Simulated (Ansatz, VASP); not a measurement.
## Two plane-wave programs on CsPbCl3

```
Cs Pb Cl
1.0
     5.78807    0.00000    0.00000
     0.00000    5.78807    0.00000
     0.00000    0.00000    5.78807
Cs Pb Cl
1 1 3
Direct
  0.00000 0.00000 0.00000
  0.50000 0.50000 0.50000
  0.50000 0.50000 0.00000
  0.00000 0.50000 0.50000
  0.50000 0.00000 0.50000
```

Alike in both runs: task single point; functional r2SCAN; k mesh 4 × 4 × 4; no spin polarisation.

|  | VASP | Ansatz |
| --- | --- | --- |
| version | VASP 6.6.1 | Ansatz 0.2.0 |
| potentials or method | VASP PAW PBE potentials, release 64 (Cs_sv, Pb_d, Cl) | plane waves, PAW |
| plane-wave cutoff (eV) | 520 | 500 |
| occupations | gaussian, width 0.01 eV | fixed |
| valence electrons in the cell | 44 | 44 |

Ansatz gave:

* gap on the k mesh at the Fermi level (eV): 2.69
* pressure (GPa): -1.3

**Question.** Estimate VASP's values.

**Answer.** gap on the k mesh at the Fermi level (eV): 2.70; pressure (GPa): -1.3.

VASP's potentials were made for PBE, not for r2SCAN.

Neither program's run includes spin-orbit coupling.
